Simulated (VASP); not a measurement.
The system is SnTe.

```
Sn Te
1.0
     0.00000    3.15000    3.15000
     3.15000    0.00000    3.15000
     3.15000    3.15000    0.00000
Sn Te
1 1
Direct
  0.00000 0.00000 0.00000
  0.50000 0.50000 0.50000
```

| Item | Value |
| --- | --- |
| Program | VASP 6.6.1 |
| Task | relaxation of cell and atoms |
| Functional | r2SCAN |
| Potentials or basis | VASP PAW PBE potentials, release 64 (Sn_d, Te) |
| Cutoff | 550 eV |
| k mesh | 12 × 12 × 12 |
| Occupations | gaussian, width 0.01 eV |
| Spin | no spin polarisation |

At the start: pressure 1.6 GPa; volume 31.26 Å³/atom.

Q: Where does the relaxation end?

A: Over 3 steps the energy falls by 5.0 meV/atom and the volume is 32.30 Å³/atom (+3.4 %); space group Fm-3m (No. 225, to 0.1 Å) before and after.

The path:
| step | energy change (eV) | largest force (eV/Å) | pressure (GPa) | volume (Å³) |
| --- | --- | --- | --- | --- |
| 1 | 0.0000 | 0.0000 | 1.58 | 62.51 |
| 2 | -0.0089 | 0.0000 | -0.49 | 65.35 |
| 3 | -0.0100 | 0.0000 | 0.01 | 64.61 |

Final structure:
```
Sn Te
1.0
     0.00000    3.18483    3.18483
     3.18483    0.00000    3.18483
     3.18483    3.18483    0.00000
Sn Te
1 1
Direct
  0.00000 0.00000 0.00000
  0.50000 0.50000 0.50000
```

Caveat: the PAW data sets were made with another functional, which shifts forces and pressure a little.
